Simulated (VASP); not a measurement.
# TiAl3Ni2 (P4/mmm) in VASP: a series of runs, part 3 of 3

VASP 6.6.1. The steps go on from the part before.

## (5) Relaxation of cell and atoms, PBE

This run uses another cell than the first one, of the same volume but with other edges.

Contents of INCAR:

```
SYSTEM = TiAl3Ni2
  PREC = Accurate
  ENCUT = 600
  EDIFF = 1E-6
  ISMEAR = 0
  SIGMA = 0.1
  LREAL = .FALSE.
  LASPH = .TRUE.
  NELM = 60
  ALGO = Fast
  ISIF = 3
  LWAVE = .FALSE.
  LCHARG = .FALSE.
  GGA = PE
  IBRION = 2
  NSW = 100
  EDIFFG = -0.01
```

Contents of KPOINTS:

```
Automatic mesh
0
G
  14 14 4
  0 0 0
```

Contents of POSCAR:

```
TiAl3Ni2
1.0
    2.8455970988      0.0000000000      0.0000000000
    0.0000000000      2.8455970988      0.0000000000
    0.0000000000      0.0000000000      9.9788653278
Ti Al Ni
1 3 2
Direct
    0.0000000000      0.0000000000      0.5000000000
    0.5000000000      0.5000000000      0.0000000000
    0.5000000000      0.5000000000      0.3001007284
    0.5000000000      0.5000000000      0.6998992716
    0.0000000000      0.0000000000      0.8508660051
    0.0000000000      0.0000000000      0.1491339949
```

Potentials or basis: VASP PAW PBE potentials, release 64 (Ti_sv, Al, Ni).

Launch:

```
> cat potpaw_PBE.64/Ti_sv/POTCAR potpaw_PBE.64/Al/POTCAR potpaw_PBE.64/Ni/POTCAR > POTCAR
> mpirun -np 1 vasp_std > vasp.out
```

OUTCAR:

```text
SYSTEM = TiAl3Ni2
   PREC = Accurate
   ENCUT = 600
   EDIFF = 1E-6
   ISMEAR = 0
   LREAL = .FALSE.
   LASPH = .TRUE.
   NELM = 60
   ISIF = 3
   GGA = PE
   IBRION = 2
   NSW = 100
   EDIFFG = -0.01

 ion  position               nearest neighbor table
   1  0.000  0.000  0.500-   3 2.83   4 2.83   3 2.83   4 2.83   3 2.83   4 2.83   3 2.83   4 2.83

   2  0.500  0.500  0.000-   5 2.50   6 2.50   5 2.50   6 2.50   5 2.50   6 2.50   5 2.50   6 2.50
                             3 2.99   4 2.99
   3  0.500  0.500  0.300-   6 2.51   6 2.51   6 2.51   6 2.51   1 2.83   1 2.83   1 2.83   1 2.83
                             2 2.99
   4  0.500  0.500  0.700-   5 2.51   5 2.51   5 2.51   5 2.51   1 2.83   1 2.83   1 2.83   1 2.83
                             2 2.99
   5  0.000  0.000  0.851-   2 2.50   2 2.50   2 2.50   2 2.50   4 2.51   4 2.51   4 2.51   4 2.51
                             6 2.98
   6  0.000  0.000  0.149-   2 2.50   2 2.50   2 2.50   2 2.50   3 2.51   3 2.51   3 2.51   3 2.51
                             5 2.98

  LATTYP: Found a simple tetragonal cell.
 ALAT       =     2.8455970988
 C/A-ratio  =     3.5067737917

  Lattice vectors:

 A1 = (   2.8455970988,   0.0000000000,   0.0000000000)
 A2 = (   0.0000000000,   2.8455970988,   0.0000000000)
 A3 = (   0.0000000000,   0.0000000000,   9.9788653278)

Analysis of symmetry for initial positions (statically):
=====================================================================
 Subroutine PRICEL returns:
 Original cell was already a primitive cell.

 Routine SETGRP: Setting up the symmetry group for a
 simple tetragonal supercell.

 Subroutine GETGRP returns: Found 16 space group operations
 (whereof 16 operations were pure point group operations)
 out of a pool of 16 trial point group operations.

The static configuration has the point symmetry D_4h.

Analysis of symmetry for dynamics (positions and initial velocities):
=====================================================================
 Subroutine PRICEL returns:
 Original cell was already a primitive cell.

 Routine SETGRP: Setting up the symmetry group for a
 simple tetragonal supercell.

 Subroutine GETGRP returns: Found 16 space group operations
 (whereof 16 operations were pure point group operations)
 out of a pool of 16 trial point group operations.

The dynamic configuration has the point symmetry D_4h.

 Subroutine INISYM returns: Found 16 space group operations
 (whereof 16 operations are pure point group operations),
 and found     1 'primitive' translations

----------------------------------------------------------------------------------------

                                     Primitive cell

  volume of cell :      80.8031

  direct lattice vectors                    reciprocal lattice vectors
     2.845597099  0.000000000  0.000000000     0.351420094  0.000000000  0.000000000
     0.000000000  2.845597099  0.000000000     0.000000000  0.351420094  0.000000000
     0.000000000  0.000000000  9.978865328     0.000000000  0.000000000  0.100211794

  length of vectors
[... 82 lines left out ...]
   ISTART =      0    job   : 0-new  1-cont  2-samecut
   ICHARG =      2    charge: 1-file 2-atom 10-const
   ISPIN  =      1    spin polarized calculation?
   LNONCOLLINEAR =      F non collinear calculations
   LSORBIT =      F    spin-orbit coupling
   LASPH  =      T    aspherical Exc in radial PAW
   ENCUT  =  600.0 eV  44.10 Ry    6.64 a.u.   5.68  5.68 19.93*2*pi/ulx,y,z
   NELM   =     60;   NELMIN=  2; NELMDL= -5     # of ELM steps
   EDIFF  = 0.1E-05   stopping-criterion for ELM
   LREAL  =      F    real-space projection
   EDIFFG = -.1E-01   stopping-criterion for IOM
   NSW    =    100    number of steps for IOM
   IBRION =      2    ionic relax: 0-MD 1-quasi-New 2-CG
   NFREE  =      1    steps in history (QN), initial steepest desc. (CG)
   ISIF   =      3    stress and relaxation
   ISYM   =      2    0-nonsym 1-usesym 2-fastsym
   POTIM  = 0.5000    time-step for ionic-motion
   TEBEG  =    0.0;   TEEND  =   0.0 temperature during run
   PSTRESS=    0.0 pullay stress
   NELECT =      41.0000    total number of electrons
   NUPDOWN=      -1.0000    fix difference up-down
   EMIN   =  10.00;   EMAX   =-10.00  energy-range for DOS
   EFERMI =   0.00;   METHOD = LEGACY
   ISMEAR =     0;   SIGMA  =   0.10  broadening in eV -4-tet -1-fermi 0-gaus
   EFERMI_NEDOS =   21; number of points for ismear=-14 and -15
   IALGO  =     68    algorithm
   IMIX   =      4    mixing-type and parameters
     AMIX     =   0.40;   BMIX     =  1.00
     AMIX_MAG =   1.60;   BMIX_MAG =  1.00
  volume/ion in A,a.u.               =      13.47        90.88
  Fermi-wavevector in a.u.,A,eV,Ry     =   1.305750  2.467510 23.197712  1.704984
  Thomas-Fermi vector in A             =   2.436598
   LORBIT       =      0    0 simple, 1 ext, 2 COOP (PROOUT), +10 PAW based schemes
   GGA     = PE    functional components
   LHFCALC =     F    Hartree Fock is set to
   AEXX    =    0.0000 exact exchange contribution
   IVDW    =     0    specifies the selected vdW correction
   LEPSILON=     F    determine dielectric tensor
   LRPA    =     F    only Hartree local field effects (RPA)
 conjugate gradient relaxation of ions
 non-spin polarized calculation
 RMM-DIIS sequential band-by-band and
 Gauss-broadening in eV      SIGMA  =   0.10
  energy-cutoff  :      600.00
  volume of cell :       80.80
 maximum number of plane-waves:      2728
 NGX is ok and might be reduce to    24

--------------------------------------- Ionic step        1  -------------------------------------------

 number of electron      40.9999990 magnetization

 Free energy of the ion-electron system (eV)
  ---------------------------------------------------
  ext. energy  EPLUGINS =         0.00000000
  ---------------------------------------------------
  free energy    TOTEN  =       -33.50411386 eV

  energy without entropy =      -33.48347080  energy(sigma->0) =      -33.49379233

------------------------ aborting loop because EDIFF is reached ----------------------------------------

  FORCE on cell =-STRESS in cart. coord.  units (eV):
  Direction    XX          YY          ZZ          XY          YZ          ZX
  --------------------------------------------------------------------------------------
  -------------------------------------------------------------------------------------
  Total        0.1879781      0.1879781     -0.5297695      0.0000000     -0.0000000      0.0000000
  in kB        3.7272606      3.7272606    -10.5043590      0.0000000     -0.0000000      0.0000000
  external PRESSURE =      -1.0166126 kB  Pullay stress =       0.0000000 kB
[... 101 lines left out ...]
  FREE ENERGIE OF THE ION-ELECTRON SYSTEM (eV)
  ---------------------------------------------------
  free  energy   TOTEN  =       -33.5131407300 eV

  energy  without entropy=      -33.4916829592  energy(sigma->0) =      -33.50241184

[... ionic steps 4 to 9 ...]

--------------------------------------- Ionic step       10  -------------------------------------------

 number of electron      41.0000023 magnetization

------------------------ aborting loop because EDIFF is reached ----------------------------------------
[... 75 lines left out ...]
--------------------------------------- Ionic step       12  -------------------------------------------

 number of electron      41.0000024 magnetization

 Free energy of the ion-electron system (eV)
  ---------------------------------------------------
  ext. energy  EPLUGINS =         0.00000000
  ---------------------------------------------------
  free energy    TOTEN  =       -33.51656003 eV

  energy without entropy =      -33.49598626  energy(sigma->0) =      -33.50627315

 E-fermi :   9.2399     XC(G=0): -11.6129

 val. band max:        9.2361635398   @ k =   0.3571   0.2857   0.5000
 cond. band min:       9.2504569894   @ k =   0.1429   0.0000   0.5000
 fundamental gap:      0.0142934497
 Fermi energy:         9.2398941112

 k-point     1 :       0.0000    0.0000    0.0000
  band No.  band energies     occupation
      1     -47.4049      2.00000
      2     -23.8258      2.00000
      3     -23.3954      2.00000
      4     -23.3954      2.00000
      5      -1.3813      2.00000
      6       0.1702      2.00000
[... 637 lines left out ...]
     23      10.7715      0.00000
     24      10.7886      0.00000

 [... further k-points ...]

------------------------ aborting loop because EDIFF is reached ----------------------------------------

  FORCE on cell =-STRESS in cart. coord.  units (eV):
  Direction    XX          YY          ZZ          XY          YZ          ZX
  --------------------------------------------------------------------------------------
  -------------------------------------------------------------------------------------
  Total       -0.0006306     -0.0006306      0.0063956      0.0000000     -0.0000000      0.0000000
  in kB       -0.0125084     -0.0125084      0.1268551      0.0000000     -0.0000000      0.0000000
  external PRESSURE =       0.0339461 kB  Pullay stress =       0.0000000 kB
[... 21 lines left out ...]
  FREE ENERGIE OF THE ION-ELECTRON SYSTEM (eV)
  ---------------------------------------------------
  free  energy   TOTEN  =       -33.5165600274 eV

  energy  without entropy=      -33.4959862646  energy(sigma->0) =      -33.50627315

 reached required accuracy - stopping structural energy minimisation
```

Run time: 15 min. Hardware: 1 thread of Intel Xeon 6975P-C (Granite Rapids), shared host; peak memory 0.41 GiB.

What came out:

| Property | Result |
| --- | --- |
| Free energy | -33.5166 eV |
| Relaxed volume | 13.46 Å³/atom |
| Relaxed cell | a = 2.882 Å, b = 2.882 Å, c = 9.728 Å, α = 90.00°, β = 90.00°, γ = 90.00° |
| Space group after relaxing (to 0.1 Å) | P4/mmm (No. 123) |
| Energy gained by relaxing | 2.1 meV/atom |
| Ionic steps | 12 |
| Pressure after relaxing | 0.0 GPa |
| Largest force after relaxing | 0.003 eV/Å |
| Band gap on the k mesh | zero (an odd number of electrons rules out a gap without spin polarisation) |

Forces on the atoms (eV/Å):
```
Ti   0.000  0.000  0.000
Al   0.000  0.000  0.000
Al   0.000  0.000  0.003
Al   0.000  0.000 -0.003
Ni   0.000  0.000 -0.002
Ni   0.000  0.000  0.002
```

The path:
| step | energy change (eV) | largest force (eV/Å) | pressure (GPa) | volume (Å³) |
| --- | --- | --- | --- | --- |
| 1 | 0.0000 | 0.1353 | -0.10 | 80.80 |
| 2 | -0.0041 | 0.0830 | 0.09 | 80.70 |
| 3 | -0.0090 | 0.0552 | 0.64 | 80.44 |
| 4 | -0.0110 | 0.0533 | -0.29 | 80.98 |
| 5 | -0.0110 | 0.0532 | -0.25 | 80.99 |
| 6 | -0.0120 | 0.0313 | -0.15 | 80.90 |
| 7 | -0.0123 | 0.0149 | -0.05 | 80.83 |
| 8 | -0.0120 | 0.0472 | 0.15 | 80.70 |
| 9 | -0.0124 | 0.0148 | -0.04 | 80.80 |
| 10 | -0.0124 | 0.0173 | 0.00 | 80.79 |
| 11 | -0.0124 | 0.0107 | -0.01 | 80.79 |
| 12 | -0.0124 | 0.0030 | 0.00 | 80.78 |

Final structure:
```yaml
crystal:
  lattice:
    - [2.88154, 0.00000, 0.00000]
    - [0.00000, 2.88154, 0.00000]
    - [0.00000, 0.00000, 9.72817]
  atoms:
    - { symbol: Ti, position: [0.00000, 0.00000, 0.50000] }
    - { symbol: Al, position: [0.50000, 0.50000, 0.00000] }
    - { symbol: Al, position: [0.50000, 0.50000, 0.29810] }
    - { symbol: Al, position: [0.50000, 0.50000, 0.70190] }
    - { symbol: Ni, position: [0.00000, 0.00000, 0.85143] }
    - { symbol: Ni, position: [0.00000, 0.00000, 0.14857] }
```

Spin polarisation is off, so any magnetic state and its effect on volume and gap are missing.
